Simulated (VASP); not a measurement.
MgS: single point with PBE

The system is MgS.

```
Mg S
1.0
    -0.04977    2.82357    2.82357
     2.82357   -0.04977    2.82357
     2.82357    2.82357   -0.04977
Mg S
1 1
Cartesian
  -0.0092 -0.0092 -0.0092
  1.4085 1.4085 1.4085
```

This cell differs from its parent crystal: epitaxial 111 strain +1.5%.

| Quantity | Value |
| --- | --- |
| Program | VASP 6.6.1 |
| Task | single point |
| Functional | PBE |
| Potentials or basis | VASP PAW PBE potentials, release 64 (Mg, S) |
| Cutoff | 600 eV |
| k mesh | 4 × 4 × 4 |
| Occupations | gaussian, width 0.01 eV |
| Spin | no spin polarisation |

The pressure is 0.0 GPa and the band gap on the k mesh is 3.26 eV.

Forces on the atoms (eV/Å):
```
Mg  -0.001 -0.001 -0.001
S    0.001  0.001  0.001
```

Stress tensor (GPa, compression positive):
```
-0.04  0.52  0.52
 0.52 -0.04  0.52
 0.52  0.52 -0.04
```

Levels at points of the mesh, in eV from the valence-band top:
```csv
k point,band 2,band 3,band 4,band 5,band 6,band 7
"(0.00, 0.00, 0.00)",-0.14,-0.14,0.00,3.26,7.69,7.69
"(0.50, 0.00, 0.00)",-3.18,-0.43,-0.35,4.98,7.47,7.65
"(0.50, 0.50, 0.00)",-2.86,-1.18,-1.03,3.79,5.53,10.86
"(0.50, 0.50, 0.50)",-3.12,-0.50,-0.50,4.83,7.36,7.36
```

Wall time 7 s on 1 thread of Intel(R) Xeon(R) 6975P-C (Granite Rapids), with other jobs on the host, peak memory 0.17 GiB.

Caveat: the k points lie up to 0.47 Å⁻¹ apart; the cell differs from its parent crystal (epitaxial 111 strain +1.5%).
